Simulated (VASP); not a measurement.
# Zr (P2_1/m) in VASP: further runs

The runs below take Zr through single point, with PBE.

Everything below comes from runs of VASP 6.6.1. Logs are shortened: lines on timing, memory, paths and dates and some standing lists are left out, and cuts for length are marked.

## (1) The cell of the first run

Symmetry: P2_1/m, No. 11, monoclinic system. Conventional cell: a = 3.232 Å, b = 5.147 Å, c = 3.232 Å, α = 90.00°, β = 120.00°, γ = 90.00°. Zr (site symmetry m) has 12 Zr at 2.91 to 3.58 Å within 3.8 Å.

## (2) Single point, PBE (atom 1 (Zr) moved by (-0.300, -0.600) A along x and y)

The input, INCAR:

```
SYSTEM = Zr
  PREC = Accurate
  ENCUT = 520
  EDIFF = 1E-7
  ISMEAR = 0
  SIGMA = 0.15
  LREAL = .FALSE.
  LASPH = .TRUE.
  NELM = 100
  ALGO = Fast
  ISIF = 2
  LWAVE = .FALSE.
  LCHARG = .FALSE.
  GGA = PE
  NBANDS = 19
```

The input, KPOINTS:

```
regular mesh
0
G
  18 18 10
  0 0 0
```

The input, POSCAR:

```
Zr
1.0
    3.2319982225      0.0000000000      0.0000000000
   -1.6159991112      2.7989925657      0.0000000000
    0.0000000000      0.0000000000      5.1470000000
Zr
2
Direct
    0.1333300793      0.4523038251      0.2500000000
    0.6666666667      0.3333333333      0.7500000000
```

Potentials or basis: VASP PAW PBE potentials, release 64 (Zr_sv).

The run is started by

```sh
cat potpaw_PBE.64/Zr_sv/POTCAR > POTCAR
mpirun -np 1 vasp_std > vasp.out
```

OUTCAR:

```text
SYSTEM = Zr
   PREC = Accurate
   ENCUT = 520
   EDIFF = 1E-7
   ISMEAR = 0
   LREAL = .FALSE.
   LASPH = .TRUE.
   NELM = 100
   ISIF = 2
   GGA = PE

 ion  position               nearest neighbor table
   1  0.133  0.452  0.250-   2 2.91   2 2.91   2 3.23   2 3.23   2 3.58   2 3.58
   2  0.667  0.333  0.750-   1 2.91   1 2.91   1 3.23   1 3.23   1 3.58   1 3.58

  LATTYP: Found a hexagonal cell.
 ALAT       =     3.2319982225
 C/A-ratio  =     1.5925132521

  Lattice vectors:

 A1 = (   3.2319982225,   0.0000000000,   0.0000000000)
 A2 = (  -1.6159991112,   2.7989925657,   0.0000000000)
 A3 = (   0.0000000000,   0.0000000000,   5.1470000000)

Analysis of symmetry for initial positions (statically):
=====================================================================
 Subroutine PRICEL returns:
 Original cell was already a primitive cell.

 Routine SETGRP: Setting up the symmetry group for a
 hexagonal supercell.

 Subroutine GETGRP returns: Found  4 space group operations
 (whereof  1 operations were pure point group operations)
 out of a pool of 24 trial point group operations.

The static configuration has the point symmetry C_1 .
 The point group associated with its full space group is C_2h.

Analysis of symmetry for dynamics (positions and initial velocities):
=====================================================================
 Subroutine PRICEL returns:
 Original cell was already a primitive cell.

 Routine SETGRP: Setting up the symmetry group for a
 hexagonal supercell.

 Subroutine GETGRP returns: Found  4 space group operations
 (whereof  1 operations were pure point group operations)
 out of a pool of 24 trial point group operations.

The dynamic configuration has the point symmetry C_1 .
 The point group associated with its full space group is C_2h.

 Subroutine INISYM returns: Found  4 space group operations
 (whereof  1 operations are pure point group operations),
 and found     1 'primitive' translations

----------------------------------------------------------------------------------------

                                     Primitive cell

  volume of cell :      46.5615

  direct lattice vectors                    reciprocal lattice vectors
     3.231998223  0.000000000  0.000000000     0.309406111  0.178635701  0.000000000
    -1.615999111  2.798992566  0.000000000     0.000000000  0.357271403  0.000000000
     0.000000000  0.000000000  5.147000000     0.000000000  0.000000000  0.194287935

  length of vectors
     3.231998223  3.231998222  5.147000000     0.357271403  0.357271403  0.194287935

  position of ions in fractional coordinates (direct lattice)
     0.133330079  0.452303825  0.250000000
     0.666666667  0.333333333  0.750000000

  ion indices of the primitive-cell ions
   primitive index   ion index
                 1           1
                 2           2

----------------------------------------------------------------------------------------

 KPOINTS: regular mesh

Automatic generation of k-mesh.
 Grid dimensions read from file:
 generate k-points for:   18   18   10

 Generating k-lattice:

  Cartesian coordinates                     Fractional coordinates (reciprocal lattice)
     0.017189228  0.009924206  0.000000000     0.055555556  0.000000000  0.000000000
     0.000000000  0.019848411  0.000000000     0.000000000  0.055555556  0.000000000
     0.000000000  0.000000000  0.019428793     0.000000000  0.000000000  0.100000000

  Length of vectors
     0.019848411  0.019848411  0.019428793

  Shift w.r.t. Gamma in fractional coordinates (k-lattice)
     0.000000000  0.000000000  0.000000000

 Subroutine IBZKPT returns following result:
 ===========================================

 Found    984 irreducible k-points:

 Following reciprocal coordinates:
            Coordinates               Weight
  0.000000  0.000000  0.000000      1.000000
  0.055556 -0.000000  0.000000      2.000000
  0.000000  0.055556  0.000000      2.000000
 -0.055556  0.055556  0.000000      2.000000
  0.111111 -0.000000  0.000000      2.000000
  0.000000  0.111111  0.000000      2.000000
[... 16 lines left out ...]
  0.444444  0.000000  0.000000      2.000000
  0.000000  0.444444  0.000000      2.000000
 [... further k-points ...]
   k-points           NKPTS =    984   k-points in BZ     NKDIM =    984   number of bands    NBANDS=     19
   number of dos      NEDOS =    301   number of ions     NIONS =      2
   total plane-waves  NPLWV =  23040
   dimension x,y,z NGX =    24 NGY =   24 NGZ =   40
   dimension x,y,z NGXF=    48 NGYF=   48 NGZF=   80
   ions per type =               2
   NGX,Y,Z   is equivalent  to a cutoff of  12.35, 12.35, 12.92 a.u.
   NGXF,Y,Z  is equivalent  to a cutoff of  24.69, 24.69, 25.84 a.u.
 SYSTEM =  Zr
   PREC   = accura    normal or accurate (medium, high low for compatibility)
   ISTART =      0    job   : 0-new  1-cont  2-samecut
   ICHARG =      2    charge: 1-file 2-atom 10-const
   ISPIN  =      1    spin polarized calculation?
   LNONCOLLINEAR =      F non collinear calculations
   LSORBIT =      F    spin-orbit coupling
   LASPH  =      T    aspherical Exc in radial PAW
   ENCUT  =  520.0 eV  38.22 Ry    6.18 a.u.   6.01  6.01  9.57*2*pi/ulx,y,z
   NELM   =    100;   NELMIN=  2; NELMDL= -5     # of ELM steps
   EDIFF  = 0.1E-06   stopping-criterion for ELM
   LREAL  =      F    real-space projection
   EDIFFG = 0.1E-05   stopping-criterion for IOM
   NSW    =      0    number of steps for IOM
   IBRION =     -1    ionic relax: 0-MD 1-quasi-New 2-CG
   NFREE  =      0    steps in history (QN), initial steepest desc. (CG)
   ISIF   =      2    stress and relaxation
   ISYM   =      2    0-nonsym 1-usesym 2-fastsym
   POTIM  = 0.5000    time-step for ionic-motion
   TEBEG  =    0.0;   TEEND  =   0.0 temperature during run
   PSTRESS=    0.0 pullay stress
   NELECT =      24.0000    total number of electrons
   NUPDOWN=      -1.0000    fix difference up-down
   EMIN   =  10.00;   EMAX   =-10.00  energy-range for DOS
   EFERMI =   0.00;   METHOD = LEGACY
   ISMEAR =     0;   SIGMA  =   0.15  broadening in eV -4-tet -1-fermi 0-gaus
   EFERMI_NEDOS =   21; number of points for ismear=-14 and -15
   IALGO  =     68    algorithm
   IMIX   =      4    mixing-type and parameters
     AMIX     =   0.40;   BMIX     =  1.00
     AMIX_MAG =   1.60;   BMIX_MAG =  1.00
  volume/ion in A,a.u.               =      23.28       157.11
  Fermi-wavevector in a.u.,A,eV,Ry     =   1.312612  2.480476 23.442147  1.722949
  Thomas-Fermi vector in A             =   2.442992
   LORBIT       =      0    0 simple, 1 ext, 2 COOP (PROOUT), +10 PAW based schemes
   GGA     = PE    functional components
   LHFCALC =     F    Hartree Fock is set to
   AEXX    =    0.0000 exact exchange contribution
   IVDW    =     0    specifies the selected vdW correction
   LEPSILON=     F    determine dielectric tensor
   LRPA    =     F    only Hartree local field effects (RPA)
 non-spin polarized calculation
 RMM-DIIS sequential band-by-band and
 Gauss-broadening in eV      SIGMA  =   0.15
  energy-cutoff  :      520.00
  volume of cell :       46.56
 maximum number of plane-waves:      1284
   NGX = 13   NGY = 13   NGZ = 19

 number of electron      24.0000000 magnetization

 Free energy of the ion-electron system (eV)
  ---------------------------------------------------
  ext. energy  EPLUGINS =         0.00000000
  ---------------------------------------------------
  free energy    TOTEN  =       -16.89870620 eV

  energy without entropy =      -16.86740412  energy(sigma->0) =      -16.88305516

 E-fermi :   8.7618     XC(G=0): -11.0702

 val. band max:        8.7614439625   @ k =  -0.1111   0.2222   0.4000
 cond. band min:       8.7622115497   @ k =  -0.1111   0.1667  -0.4000
 fundamental gap:      0.0007675872
 Fermi energy:         8.7617668434

 k-point     1 :       0.0000    0.0000    0.0000
  band No.  band energies     occupation
      1     -39.8640      2.00000
      2     -39.6676      2.00000
      3     -18.4958      2.00000
      4     -17.5761      2.00000
      5     -17.4670      2.00000
      6     -17.3933      2.00000
[... 11 lines left out ...]
     18      11.7315      0.00000
     19      12.9155      0.00000

 k-point     2 :       0.0556   -0.0000    0.0000
  band No.  band energies     occupation
      1     -39.8603      2.00000
      2     -39.6662      2.00000
      3     -18.4856      2.00000
      4     -17.5932      2.00000
      5     -17.4754      2.00000
      6     -17.3995      2.00000
[... 11 lines left out ...]
     18      11.7335      0.00000
     19      12.9256      0.00000

 k-point     3 :       0.0000    0.0556    0.0000
  band No.  band energies     occupation
      1     -39.8611      2.00000
      2     -39.6655      2.00000
      3     -18.4900      2.00000
      4     -17.5816      2.00000
      5     -17.4918      2.00000
      6     -17.4104      2.00000
[... 11 lines left out ...]
     18      12.0689      0.00000
     19      12.9298      0.00000

 k-point     4 :      -0.0556    0.0556    0.0000
  band No.  band energies     occupation
      1     -39.8605      2.00000
      2     -39.6661      2.00000
      3     -18.4865      2.00000
      4     -17.5912      2.00000
      5     -17.4784      2.00000
      6     -17.4046      2.00000
[... 11 lines left out ...]
     18      11.9012      0.00000
     19      12.7854      0.00000

 k-point     5 :       0.1111   -0.0000    0.0000
  band No.  band energies     occupation
      1     -39.8497      2.00000
      2     -39.6624      2.00000
      3     -18.4558      2.00000
      4     -17.6432      2.00000
      5     -17.5020      2.00000
      6     -17.4246      2.00000
[... 11 lines left out ...]
     18      11.6062      0.00000
     19      13.0108      0.00000

 k-point     6 :       0.0000    0.1111    0.0000
  band No.  band energies     occupation
      1     -39.8528      2.00000
      2     -39.6594      2.00000
      3     -18.4733      2.00000
      4     -17.5980      2.00000
      5     -17.5616      2.00000
      6     -17.4596      2.00000
[... 11 lines left out ...]
     18      12.4404      0.00000
     19      13.1703      0.00000

 k-point     7 :      -0.1111    0.1111    0.0000
  band No.  band energies     occupation
      1     -39.8502      2.00000
      2     -39.6619      2.00000
      3     -18.4592      2.00000
      4     -17.6375      2.00000
      5     -17.5173      2.00000
      6     -17.4336      2.00000
[... 11 lines left out ...]
     18      12.1522      0.00000
     19      12.5060      0.00000

 k-point     8 :       0.1667   -0.0000    0.0000
  band No.  band energies     occupation
      1     -39.8330      2.00000
      2     -39.6569      2.00000
      3     -18.4082      2.00000
      4     -17.7217      2.00000
      5     -17.5572      2.00000
      6     -17.4940      2.00000
[... 256 lines left out ...]
 k-point    20 :       0.3889   -0.0000    0.0000
  band No.  band energies     occupation
      1     -39.7450      2.00000
      2     -39.6383      2.00000
      3     -18.1245      2.00000
      4     -18.0871      2.00000
      5     -18.0100      2.00000
      6     -17.6561      2.00000
[... 11 lines left out ...]
     18      13.2440      0.00000
     19      13.6670      0.00000

 k-point    21 :       0.0000    0.3889    0.0000
  band No.  band energies     occupation
      1     -39.7783      2.00000
      2     -39.6058      2.00000
      3     -18.3210      2.00000
      4     -18.1513      2.00000
      5     -17.8980      2.00000
      6     -17.7243      2.00000
[... 11 lines left out ...]
     18      13.7538      0.00000
     19      13.9195      0.00000

 k-point    22 :      -0.3889    0.3889    0.0000
  band No.  band energies     occupation
      1     -39.7523      2.00000
      2     -39.6311      2.00000
      3     -18.1706      2.00000
      4     -18.1172      2.00000
      5     -17.9958      2.00000
      6     -17.6006      2.00000
[... 11 lines left out ...]
     18      13.4478      0.00000
     19      13.6472      0.00000

 k-point    23 :       0.4444    0.0000    0.0000
  band No.  band energies     occupation
      1     -39.7307      2.00000
      2     -39.6379      2.00000
      3     -18.1310      2.00000
      4     -18.0786      2.00000
      5     -18.0703      2.00000
      6     -17.6737      2.00000
[... 11 lines left out ...]
     18      13.8518      0.00000
     19      14.2889      0.00000

 k-point    24 :       0.0000    0.4444    0.0000
  band No.  band energies     occupation
      1     -39.7698      2.00000
      2     -39.5997      2.00000
      3     -18.3030      2.00000
      4     -18.2145      2.00000
      5     -17.9462      2.00000
      6     -17.7389      2.00000
[... 11 lines left out ...]
     18      13.8664      0.00000
     19      14.1650      0.00000

 [... further k-points ...]

------------------------ aborting loop because EDIFF is reached ----------------------------------------

  FORCE on cell =-STRESS in cart. coord.  units (eV):
  Direction    XX          YY          ZZ          XY          YZ          ZX
  --------------------------------------------------------------------------------------
  -------------------------------------------------------------------------------------
  Total       -0.2162051     -0.9867614      0.3021559      0.4625138      0.0000000      0.0000000
  in kB       -7.4396000    -33.9543729     10.3971581     15.9150573      0.0000000      0.0000000
  external PRESSURE =     -10.3322716 kB  Pullay stress =       0.0000000 kB

 VOLUME and BASIS-vectors are now :
 -----------------------------------------------------------------------------
  energy-cutoff  :      520.00
  volume of cell :       46.56
      direct lattice vectors                 reciprocal lattice vectors
     3.231998223  0.000000000  0.000000000     0.309406111  0.178635701  0.000000000
    -1.615999111  2.798992566  0.000000000     0.000000000  0.357271403  0.000000000
     0.000000000  0.000000000  5.147000000     0.000000000  0.000000000  0.194287935

 POSITION                                       TOTAL-FORCE (eV/Angst)
 -----------------------------------------------------------------------------------
     -0.30000      1.26600      1.28675         0.351631      0.238699      0.000000
      1.61600      0.93300      3.86025        -0.351631     -0.238699      0.000000
 -----------------------------------------------------------------------------------
    total drift:                               -0.000001     -0.000001     -0.000000

  FREE ENERGIE OF THE ION-ELECTRON SYSTEM (eV)
  ---------------------------------------------------
  free  energy   TOTEN  =       -16.8987062045 eV

  energy  without entropy=      -16.8674041212  energy(sigma->0) =      -16.88305516
```

It took 16 min on 1 thread of Intel Xeon Platinum 8259CL at 2.50GHz (Skylake/Cascade Lake), shared host; peak memory 0.74 GiB.

What came out:

* Free energy: -16.8987 eV
* Pressure: -1.0 GPa
* Largest force: 0.425 eV/Å
* Band gap on the k mesh: zero (bands 12 and 13 overlap by 1.57 eV)

Forces on the atoms (eV/Å):
```
Zr   0.352  0.239  0.000
Zr  -0.352 -0.239  0.000
```

Stress tensor (GPa, compression positive):
```
-0.74  1.59  0.00
 1.59 -3.40  0.00
 0.00  0.00  1.04
```

Caveat: the cell differs from its parent crystal (atom 1 (Zr) moved by (-0.300, -0.600) A along x and y).

## (3) Single point, PBE (atom 1 (Zr) moved by (-0.300, +0.000) A along x and y)

The input, INCAR:

```
ALGO = Fast
EDIFF = 1E-6
ENCUT = 520
GGA = PE
ISIF = 2
ISMEAR = 0
LASPH = T
LCHARG = T
LELF = T
LREAL = F
LVHAR = T
LWAVE = F
NBANDS = 19
NELM = 80
PREC = Accurate
SIGMA = 0.15
```

The input, KPOINTS:

```
k-points
0
Gamma
  18 18 10
```

POSCAR, as its differences from that of step 2:

```diff
@@ -8,3 +8,3 @@
 Direct
-    0.1333300793      0.4523038251      0.2500000000
+    0.2405115001      0.6666666667      0.2500000000
     0.6666666667      0.3333333333      0.7500000000
```

Potentials or basis: VASP PAW PBE potentials, release 64 (Zr_sv).

The run is started by

```sh
cat potpaw_PBE.64/Zr_sv/POTCAR > POTCAR
mpirun -np 1 vasp_std > vasp.out
```

It took 14 min on 1 thread of Intel Xeon Platinum 8259CL at 2.50GHz (Skylake/Cascade Lake), shared host; peak memory 0.73 GiB.

The run converged. Its results:

- Free energy: -17.0122 eV
- Pressure: 0.1 GPa
- Largest force: 0.244 eV/Å
- Band gap on the k mesh: zero (bands 12 and 13 overlap by 1.35 eV)

Forces on the atoms (eV/Å):
```
Zr   0.243  0.024  0.000
Zr  -0.243 -0.024  0.000
```

Stress tensor (GPa, compression positive):
```
 0.02  1.73  0.00
 1.73 -0.74  0.00
 0.00  0.00  0.95
```

Levels at points of the mesh, in eV from the Fermi level:
| k point | band 9 | band 10 | band 11 | band 12 | band 13 | band 14 | band 15 | band 16 |
| --- | --- | --- | --- | --- | --- | --- | --- | --- |
| (0.00, 0.00, 0.00) | -5.56 | -2.93 | 0.67 | 0.83 | 1.17 | 1.26 | 1.56 | 1.74 |
| (0.50, 0.00, 0.00) | -2.46 | -2.11 | -1.53 | -0.29 | 0.03 | 0.80 | 1.25 | 4.84 |
| (0.00, 0.50, 0.00) | -2.42 | -2.36 | -2.03 | -0.10 | 0.79 | 0.94 | 1.26 | 4.70 |
| (0.50, 0.50, 0.00) | -2.70 | -2.49 | -2.43 | 0.06 | 0.52 | 1.73 | 1.82 | 5.14 |
| (0.00, 0.00, 0.50) | -3.86 | -3.86 | 0.09 | 0.09 | 0.80 | 0.80 | 1.05 | 1.05 |
| (0.50, 0.00, 0.50) | -2.90 | -2.90 | -0.99 | -0.99 | 1.78 | 1.78 | 2.43 | 2.43 |
| (0.00, 0.50, 0.50) | -2.79 | -2.79 | -1.12 | -1.12 | 1.65 | 1.65 | 2.67 | 2.67 |
| (0.50, 0.50, 0.50) | -2.59 | -2.59 | -1.12 | -1.12 | 1.54 | 1.54 | 2.41 | 2.41 |

Caveat: the cell differs from its parent crystal (atom 1 (Zr) moved by (-0.300, +0.000) A along x and y).
